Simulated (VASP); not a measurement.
# Ca: single point with PBE

The system is Ca.

```
Ca
1.0
     3.26053    0.00000    0.00000
    -1.63027    2.82370    0.00000
     0.00000    0.00000   10.73966
Ca
4
Cartesian
  0.0000 0.0000 0.0000
  0.0000 0.0000 5.3698
  0.0000 1.8825 2.6849
  1.6303 0.9412 8.0547
```

| Item | Value |
| --- | --- |
| Program | VASP 6.6.1 |
| Task | single point |
| Functional | PBE |
| Potentials or basis | VASP PAW PBE potentials, release 64 (Ca_sv) |
| Cutoff | 520 eV |
| k mesh | 8 × 8 × 5 |
| Occupations | fermi-dirac, width 0.05 eV |
| Spin | no spin polarisation |
| Dipole correction | no |
| Further INCAR settings | ALGO = Normal; EDIFF = 1e-06; NBANDS = 28 |

```
Pressure               : 21.0 GPa
Band gap on the k mesh : zero (band 20 reaches 4.52 eV, above the bottom of band 21 at 4.51 eV)
```

Levels at points of the mesh, in eV from the Fermi level:
| k point | band 18 | band 19 | band 20 | band 21 | band 22 | band 23 |
| --- | --- | --- | --- | --- | --- | --- |
| (0.00, 0.00, 0.00) | -3.19 | -3.19 | -1.29 | 0.86 | 1.66 | 1.68 |
| (0.50, 0.00, 0.00) | -1.24 | -0.77 | -0.63 | 0.20 | 0.21 | 0.30 |

It took 46 s on 1 thread of Intel(R) Xeon(R) Platinum 8488C (Sapphire Rapids), on a shared host, peak memory 0.22 GiB.
